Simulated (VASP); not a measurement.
# MgO (P-6m2) in VASP: notebook

The runs below take MgO through single point, with HSE06.

Everything below comes from runs of VASP 6.6.1. Logs are shortened: lines on timing, memory, paths and dates and some standing lists are left out, and cuts for length are marked.

### 1 The cell of the first run

The structure is hexagonal, space group P-6m2 (No. 187). The conventional cell has a = 2.878 Å, b = 2.878 Å, c = 2.625 Å, α = 90.00°, β = 90.00°, γ = 120.00°. Within 2.8 Å of Mg (site symmetry -6m2) lie 6 O at 2.12 Å and 2 Mg at 2.62 Å. O (site symmetry -6m2) has 6 Mg at 2.12 Å and 2 O at 2.62 Å within 2.8 Å.

### 2 Single point, HSE06

Contents of POSCAR:

```
MgO
1.0
    2.8780444641      0.0000000000      0.0000000000
   -1.4390222320      2.4924596191      0.0000000000
    0.0000000000      0.0000000000      2.6249773038
Mg O
1 1
Direct
    0.0000000000      0.0000000000      0.0000000000
    0.3333333333      0.6666666667      0.5000000000
```

Contents of INCAR.step1:

```
PREC = Accurate
ENCUT = 520
EDIFF = 1E-5
ISMEAR = -1
SIGMA = 0.05
LREAL = False
LASPH = True
NELM = 100
ALGO = Normal
ISIF = 2
LWAVE = True
LCHARG = False
GGA = PE
NBANDS = 11
```

Contents of INCAR.step2:

```
PREC = Accurate
ENCUT = 520
EDIFF = 1E-7
ISMEAR = -1
SIGMA = 0.05
LREAL = False
LASPH = True
NELM = 100
ALGO = Normal
ISIF = 2
LWAVE = False
LCHARG = False
GGA = PE
LHFCALC = True
HFSCREEN = 0.2079
PRECFOCK = Normal
ISTART = 1
NBANDS = 11
```

Contents of KPOINTS:

```
regular mesh
0
Gamma
  6 6 6
```

Potentials or basis: VASP PAW PBE potentials, release 64 (Mg, O).

On the command line:

```
> cat potpaw_PBE.64/Mg/POTCAR potpaw_PBE.64/O/POTCAR > POTCAR
> cp INCAR.step1 INCAR
> mpirun -np 1 vasp_std > vasp.out
> cp INCAR.step2 INCAR
> mpirun -np 1 vasp_std > vasp.out
```

OUTCAR:

```text
PREC = Accurate
   ENCUT = 520
   EDIFF = 1E-7
   ISMEAR = -1
   LREAL = False
   LASPH = True
   NELM = 100
   ISIF = 2
   GGA = PE
   LHFCALC = True
   HFSCREEN = 0.2079
   PRECFOCK = Normal
   ISTART = 1

 ion  position               nearest neighbor table
   1  0.000  0.000  0.000-   2 2.12   2 2.12   2 2.12   2 2.12   2 2.12   2 2.12
   2  0.333  0.667  0.500-   1 2.12   1 2.12   1 2.12   1 2.12   1 2.12   1 2.12

  LATTYP: Found a hexagonal cell.
 ALAT       =     2.8780444641
 C/A-ratio  =     0.9120697531

  Lattice vectors:

 A1 = (   2.8780444641,   0.0000000000,   0.0000000000)
 A2 = (  -1.4390222320,   2.4924596191,   0.0000000000)
 A3 = (   0.0000000000,   0.0000000000,   2.6249773038)

Analysis of symmetry for initial positions (statically):
=====================================================================
 Subroutine PRICEL returns:
 Original cell was already a primitive cell.

 Routine SETGRP: Setting up the symmetry group for a
 hexagonal supercell.

 Subroutine GETGRP returns: Found 12 space group operations
 (whereof 12 operations were pure point group operations)
 out of a pool of 24 trial point group operations.

The static configuration has the point symmetry D_3h.

Analysis of symmetry for dynamics (positions and initial velocities):
=====================================================================
 Subroutine PRICEL returns:
 Original cell was already a primitive cell.

 Routine SETGRP: Setting up the symmetry group for a
 hexagonal supercell.

 Subroutine GETGRP returns: Found 12 space group operations
 (whereof 12 operations were pure point group operations)
 out of a pool of 24 trial point group operations.

The dynamic configuration has the point symmetry D_3h.

 Subroutine INISYM returns: Found 12 space group operations
 (whereof 12 operations are pure point group operations),
 and found     1 'primitive' translations

----------------------------------------------------------------------------------------

                                     Primitive cell

  volume of cell :      18.8300

  direct lattice vectors                    reciprocal lattice vectors
     2.878044464  0.000000000  0.000000000     0.347458148  0.200605055  0.000000000
    -1.439022232  2.492459619  0.000000000     0.000000000  0.401210111  0.000000000
     0.000000000  0.000000000  2.624977304     0.000000000  0.000000000  0.380955675

  length of vectors
     2.878044464  2.878044464  2.624977304     0.401210111  0.401210111  0.380955675

  position of ions in fractional coordinates (direct lattice)
[... 91 lines left out ...]
   NUPDOWN=      -1.0000    fix difference up-down
   EMIN   =  10.00;   EMAX   =-10.00  energy-range for DOS
   EFERMI =   0.00;   METHOD = LEGACY
   ISMEAR =    -1;   SIGMA  =   0.05  broadening in eV -4-tet -1-fermi 0-gaus
   EFERMI_NEDOS =   21; number of points for ismear=-14 and -15
   IALGO  =     38    algorithm
   IMIX   =      1    mixing-type and parameters
     AMIX     =   0.40;   BMIX     =  1.00
     AMIX_MAG =   1.60;   BMIX_MAG =  1.00
  volume/ion in A,a.u.               =       9.42        63.54
  Fermi-wavevector in a.u.,A,eV,Ry     =   1.230706  2.325698 20.607902  1.514638
  Thomas-Fermi vector in A             =   2.365544
   LORBIT       =      0    0 simple, 1 ext, 2 COOP (PROOUT), +10 PAW based schemes
   GGA     = PE    functional components
   LHFCALC =     T    Hartree Fock is set to
   PRECFOCK=normal    Normal, Fast or Accurate (Low or Medium for compatibility)
   ENCUT4O =  -1.0   cutoff for four orbital integrals eV
   NKREDX  =     1    reduce k-point grid by
   NKREDY  =     1    reduce k-point grid by
   NKREDZ  =     1    reduce k-point grid by
   AEXX    =    0.2500 exact exchange contribution
   HFSCREEN=    0.2079 screening length (either q_TF or 0.3 A-1)
   HFSCREENC=   0.2079 screening length for correlation (either q_TF or 0.3 A-1)
   ENCUTFOCK=  -1.0 apply spherical cutoff to Coloumb kernel
   IVDW    =     0    specifies the selected vdW correction
   LEPSILON=     F    determine dielectric tensor
   LRPA    =     F    only Hartree local field effects (RPA)
 non-spin polarized calculation
  energy-cutoff  :      520.00
  volume of cell :       18.83
 maximum number of plane-waves:       526
 NGX is ok and might be reduce to    24
  NGX = 18; NGY = 18; NGZ = 16

 number of electron       7.9999996 magnetization

 Free energy of the ion-electron system (eV)
  ---------------------------------------------------
  ext. energy  EPLUGINS =         0.00000000
  ---------------------------------------------------
  free energy    TOTEN  =       -13.47260531 eV

  energy without entropy =      -13.47260531  energy(sigma->0) =      -13.47260531

 E-fermi :   3.7252     XC(G=0):  -9.0467

 val. band max:        2.5852048522   @ k =   0.3333   0.3333   0.0000
 cond. band min:       7.6700211081   @ k =   0.0000   0.0000   0.0000
 fundamental gap:      5.0848162559
 Fermi energy:         3.7251934103

 k-point     1 :       0.0000    0.0000    0.0000
  band No.  band energies     occupation
      1     -16.7680      2.00000
      2       1.9057      2.00000
      3       1.9057      2.00000
      4       2.1399      2.00000
      5       7.6700      0.00000
      6      16.5077      0.00000
      7      20.6348      0.00000
      8      20.6348      0.00000
      9      25.1454      0.00000
     10      26.8099      0.00000
     11      28.4391      0.00000
[... 309 lines left out ...]
 k-point    24 :       0.3333    0.0000    0.5000
  band No.  band energies     occupation
      1     -14.8909      2.00000
      2      -2.1626      2.00000
      3      -0.4441      2.00000
      4       1.8239      2.00000
      5      11.1796      0.00000
      6      16.2350      0.00000
      7      19.8908      0.00000
      8      20.2850      0.00000
      9      20.7677      0.00000
     10      27.1080      0.00000
     11      27.1890      0.00000

 [... further k-points ...]
[... 5 lines left out ...]
  --------------------------------------------------------------------------------------
  -------------------------------------------------------------------------------------
  Total        0.3612525      0.3612525      0.4681246      0.0000000      0.0000000      0.0000000
  in kB       30.7376247     30.7376247     39.8309707      0.0000000      0.0000000      0.0000000
  external PRESSURE =      33.7687401 kB  Pullay stress =       0.0000000 kB

 VOLUME and BASIS-vectors are now :
 -----------------------------------------------------------------------------
  energy-cutoff  :      520.00
  volume of cell :       18.83
      direct lattice vectors                 reciprocal lattice vectors
     2.878044464  0.000000000  0.000000000     0.347458148  0.200605055  0.000000000
    -1.439022232  2.492459619  0.000000000     0.000000000  0.401210111  0.000000000
     0.000000000  0.000000000  2.624977304     0.000000000  0.000000000  0.380955675

 POSITION                                       TOTAL-FORCE (eV/Angst)
 -----------------------------------------------------------------------------------
      0.00000      0.00000      0.00000         0.000000      0.000000      0.000000
     -0.00000      1.66164      1.31249        -0.000000      0.000000      0.000000
 -----------------------------------------------------------------------------------
    total drift:                               -0.000000      0.000000     -0.000000

  FREE ENERGIE OF THE ION-ELECTRON SYSTEM (eV)
  ---------------------------------------------------
  free  energy   TOTEN  =       -13.4726053080 eV

  energy  without entropy=      -13.4726053080  energy(sigma->0) =      -13.47260531
```

OUTCAR.step1:

```text
PREC = Accurate
   ENCUT = 520
   EDIFF = 1E-5
   ISMEAR = -1
   LREAL = False
[... 559 lines left out ...]
      0.00000      0.00000      0.00000         0.000000     -0.000000      0.000000
     -0.00000      1.66164      1.31249        -0.000000      0.000000      0.000000
 -----------------------------------------------------------------------------------
    total drift:                                0.000000     -0.000000     -0.000000

  FREE ENERGIE OF THE ION-ELECTRON SYSTEM (eV)
  ---------------------------------------------------
  free  energy   TOTEN  =       -11.1983318400 eV

  energy  without entropy=      -11.1983318400  energy(sigma->0) =      -11.19833184
```

OSZICAR.step1:

```text
N       E                     dE             d eps       ncg     rms          rms(c)
DAV:   1     0.126311675947E+02    0.12631E+02   -0.45267E+03   696   0.638E+02
DAV:   2    -0.125316751367E+02   -0.25163E+02   -0.24763E+02   711   0.137E+02
DAV:   3    -0.129669610080E+02   -0.43529E+00   -0.43511E+00   738   0.157E+01
DAV:   4    -0.129680244946E+02   -0.10635E-02   -0.10635E-02   689   0.880E-01
DAV:   5    -0.129680281950E+02   -0.37004E-05   -0.37004E-05   743   0.506E-02    0.743E+00
DAV:   6    -0.112432858971E+02    0.17247E+01   -0.92894E+00   634   0.168E+01    0.228E+00
DAV:   7    -0.112145319231E+02    0.28754E-01   -0.61435E-02   664   0.224E+00    0.138E+00
DAV:   8    -0.111986378388E+02    0.15894E-01   -0.31759E-02   637   0.196E+00    0.243E-01
DAV:   9    -0.111983656694E+02    0.27217E-03   -0.29152E-04   732   0.123E-01    0.171E-01
DAV:  10    -0.111983308179E+02    0.34852E-04   -0.63330E-04   643   0.191E-01    0.935E-03
DAV:  11    -0.111983318400E+02   -0.10222E-05   -0.88152E-06   450   0.220E-02
   1 F= -.11198332E+02 E0= -.11198332E+02  d E =-.298605E-10
```

Wall time 12 min (1 thread of Intel Xeon Platinum 8375C at 2.90GHz (Ice Lake), shared host); peak memory 0.25 GiB.

Results:

| Item | Value |
| --- | --- |
| Free energy | -13.4726 eV |
| Pressure | 3.4 GPa |
| Band gap on the k mesh | 5.08 eV, indirect (least direct gap 5.53 eV) |

Levels at points of the mesh, in eV from the valence-band top:
| k point | band 1 | band 2 | band 3 | band 4 | band 5 | band 6 | band 7 | band 8 |
| --- | --- | --- | --- | --- | --- | --- | --- | --- |
| (0.00, 0.00, 0.00) | -19.35 | -0.68 | -0.68 | -0.45 | 5.08 | 13.92 | 18.05 | 18.05 |
| (0.50, 0.00, 0.00) | -18.13 | -5.50 | -1.50 | -0.05 | 8.61 | 13.40 | 15.47 | 21.01 |
| (0.00, 0.00, 0.50) | -18.09 | -6.00 | -0.10 | -0.10 | 10.67 | 11.52 | 20.02 | 20.02 |
| (0.50, 0.00, 0.50) | -17.24 | -4.24 | -3.85 | -0.96 | 7.67 | 13.71 | 17.04 | 17.81 |

Caveat: the k points lie up to 0.42 Å⁻¹ apart; the PAW data sets were made with another functional, which shifts forces and pressure a little.

### 3 Single point, HSE06

This run uses another cell than the first one, of 9.62 Å³/atom, 1.021 times its volume.

Contents of POSCAR:

```
MgO
1.0
    2.8983130506      0.0000000000      0.0000000000
   -1.4491565253      2.5100127300      0.0000000000
    0.0000000000      0.0000000000      2.6434636685
Mg O
1 1
Direct
    0.0000000000      0.0000000000      0.0000000000
    0.3333333333      0.6666666667      0.5000000000
```

Contents of INCAR.step1:

```
PREC = Accurate
ENCUT = 520
EDIFF = 1E-5
ISMEAR = -1
SIGMA = 0.05
LREAL = F
LASPH = T
NELM = 100
ALGO = Normal
ISIF = 2
LWAVE = T
LCHARG = F
NBANDS = 11
GGA = PE
```

Contents of INCAR.step2:

```
PREC = Accurate
ENCUT = 520
EDIFF = 1E-6
ISMEAR = -1
SIGMA = 0.05
LREAL = F
LASPH = T
NELM = 100
ALGO = Normal
ISIF = 2
LWAVE = F
LCHARG = F
GGA = PE
LHFCALC = T
HFSCREEN = 0.2079
PRECFOCK = Normal
NBANDS = 11
ISTART = 1
```

KPOINTS is that of step 2.

Potentials or basis: VASP PAW PBE potentials, release 64 (Mg, O).

On the command line:

```
> cat potpaw_PBE.64/Mg/POTCAR potpaw_PBE.64/O/POTCAR > POTCAR
> cp INCAR.step1 INCAR
> mpirun -np 1 vasp_std > vasp.out
> cp INCAR.step2 INCAR
> mpirun -np 1 vasp_std > vasp.out
```

OUTCAR:

```text
PREC = Accurate
   ENCUT = 520
   EDIFF = 1E-6
   ISMEAR = -1
   LREAL = F
   LASPH = T
   NELM = 100
   ISIF = 2
   GGA = PE
   LHFCALC = T
   HFSCREEN = 0.2079
   PRECFOCK = Normal
   ISTART = 1

 ion  position               nearest neighbor table
   1  0.000  0.000  0.000-   2 2.13   2 2.13   2 2.13   2 2.13   2 2.13   2 2.13
   2  0.333  0.667  0.500-   1 2.13   1 2.13   1 2.13   1 2.13   1 2.13   1 2.13

  LATTYP: Found a hexagonal cell.
 ALAT       =     2.8983130506
 C/A-ratio  =     0.9120697531

  Lattice vectors:

 A1 = (   2.8983130506,   0.0000000000,   0.0000000000)
 A2 = (  -1.4491565253,   2.5100127300,   0.0000000000)
 A3 = (   0.0000000000,   0.0000000000,   2.6434636685)

Analysis of symmetry for initial positions (statically):
=====================================================================
 Subroutine PRICEL returns:
 Original cell was already a primitive cell.

 Routine SETGRP: Setting up the symmetry group for a
 hexagonal supercell.

 Subroutine GETGRP returns: Found 12 space group operations
 (whereof 12 operations were pure point group operations)
 out of a pool of 24 trial point group operations.

The static configuration has the point symmetry D_3h.

Analysis of symmetry for dynamics (positions and initial velocities):
=====================================================================
 Subroutine PRICEL returns:
 Original cell was already a primitive cell.

 Routine SETGRP: Setting up the symmetry group for a
 hexagonal supercell.

 Subroutine GETGRP returns: Found 12 space group operations
 (whereof 12 operations were pure point group operations)
 out of a pool of 24 trial point group operations.

The dynamic configuration has the point symmetry D_3h.

 Subroutine INISYM returns: Found 12 space group operations
 (whereof 12 operations are pure point group operations),
 and found     1 'primitive' translations

----------------------------------------------------------------------------------------
[... 122 lines left out ...]
   NKREDX  =     1    reduce k-point grid by
   NKREDY  =     1    reduce k-point grid by
   NKREDZ  =     1    reduce k-point grid by
   AEXX    =    0.2500 exact exchange contribution
   HFSCREEN=    0.2079 screening length (either q_TF or 0.3 A-1)
   HFSCREENC=   0.2079 screening length for correlation (either q_TF or 0.3 A-1)
   ENCUTFOCK=  -1.0 apply spherical cutoff to Coloumb kernel
   IVDW    =     0    specifies the selected vdW correction
   LEPSILON=     F    determine dielectric tensor
   LRPA    =     F    only Hartree local field effects (RPA)
 non-spin polarized calculation
  energy-cutoff  :      520.00
  volume of cell :       19.23
 maximum number of plane-waves:       538
 NGX is ok and might be reduce to    24
  NGX = 18; NGY = 18; NGZ = 16

 number of electron       7.9999994 magnetization

 Free energy of the ion-electron system (eV)
  ---------------------------------------------------
  ext. energy  EPLUGINS =         0.00000000
  ---------------------------------------------------
  free energy    TOTEN  =       -13.47711957 eV

  energy without entropy =      -13.47711957  energy(sigma->0) =      -13.47711957

 E-fermi :   3.4784     XC(G=0):  -8.9703

 val. band max:        2.4268872683   @ k =   0.3333   0.3333   0.0000
 cond. band min:       7.3259152698   @ k =   0.0000   0.0000   0.0000
 fundamental gap:      4.8990280016
 Fermi energy:         3.4784484737

 k-point     1 :       0.0000    0.0000    0.0000
  band No.  band energies     occupation
      1     -16.8083      2.00000
      2       1.7632      2.00000
      3       1.7632      2.00000
      4       1.9865      2.00000
      5       7.3259      0.00000
      6      16.2658      0.00000
      7      20.2806      0.00000
      8      20.2806      0.00000
      9      24.7222      0.00000
     10      26.2871      0.00000
     11      27.9324      0.00000
[... 309 lines left out ...]
 k-point    24 :       0.3333    0.0000    0.5000
  band No.  band energies     occupation
      1     -15.0026      2.00000
      2      -2.2289      2.00000
      3      -0.5393      2.00000
      4       1.6867      2.00000
      5      10.9236      0.00000
      6      15.8791      0.00000
      7      19.5167      0.00000
      8      19.8120      0.00000
      9      20.3828      0.00000
     10      26.6050      0.00000
     11      26.7627      0.00000

 [... further k-points ...]
[... 5 lines left out ...]
  --------------------------------------------------------------------------------------
  -------------------------------------------------------------------------------------
  Total       -0.0141459     -0.0141459     -0.0083208      0.0000000      0.0000000     -0.0000000
  in kB       -1.1785422     -1.1785422     -0.6932382      0.0000000      0.0000000     -0.0000000
  external PRESSURE =      -1.0167742 kB  Pullay stress =       0.0000000 kB

 VOLUME and BASIS-vectors are now :
 -----------------------------------------------------------------------------
  energy-cutoff  :      520.00
  volume of cell :       19.23
      direct lattice vectors                 reciprocal lattice vectors
     2.898313051  0.000000000  0.000000000     0.345028291  0.199202177  0.000000000
    -1.449156525  2.510012730  0.000000000     0.000000000  0.398404354  0.000000000
     0.000000000  0.000000000  2.643463668     0.000000000  0.000000000  0.378291562

 POSITION                                       TOTAL-FORCE (eV/Angst)
 -----------------------------------------------------------------------------------
      0.00000      0.00000      0.00000        -0.000000      0.000000      0.000000
     -0.00000      1.67334      1.32173         0.000000      0.000000      0.000000
 -----------------------------------------------------------------------------------
    total drift:                               -0.000001      0.000000      0.000000

  FREE ENERGIE OF THE ION-ELECTRON SYSTEM (eV)
  ---------------------------------------------------
  free  energy   TOTEN  =       -13.4771195702 eV

  energy  without entropy=      -13.4771195701  energy(sigma->0) =      -13.47711957
```

OUTCAR.step1:

```text
PREC = Accurate
   ENCUT = 520
   EDIFF = 1E-5
   ISMEAR = -1
   LREAL = F
[... 559 lines left out ...]
      0.00000      0.00000      0.00000        -0.000000      0.000000      0.000000
     -0.00000      1.67334      1.32173         0.000000     -0.000000      0.000000
 -----------------------------------------------------------------------------------
    total drift:                                0.000000     -0.000000     -0.000000

  FREE ENERGIE OF THE ION-ELECTRON SYSTEM (eV)
  ---------------------------------------------------
  free  energy   TOTEN  =       -11.2168362175 eV

  energy  without entropy=      -11.2168362175  energy(sigma->0) =      -11.21683622
```

Run time: 10 min. Hardware: 1 thread of Intel Xeon Platinum 8375C at 2.90GHz (Ice Lake), shared host; peak memory 0.25 GiB.

Results:

```yaml
Free_energy: -13.4771 eV
Pressure: -0.1 GPa
Band_gap_on_the_k_mesh: 4.90 eV, indirect (least direct gap 5.34 eV)
```

Caveat: the PAW data sets were made with another functional, which shifts forces and pressure a little.

(Part 1 of 2 ends here.)
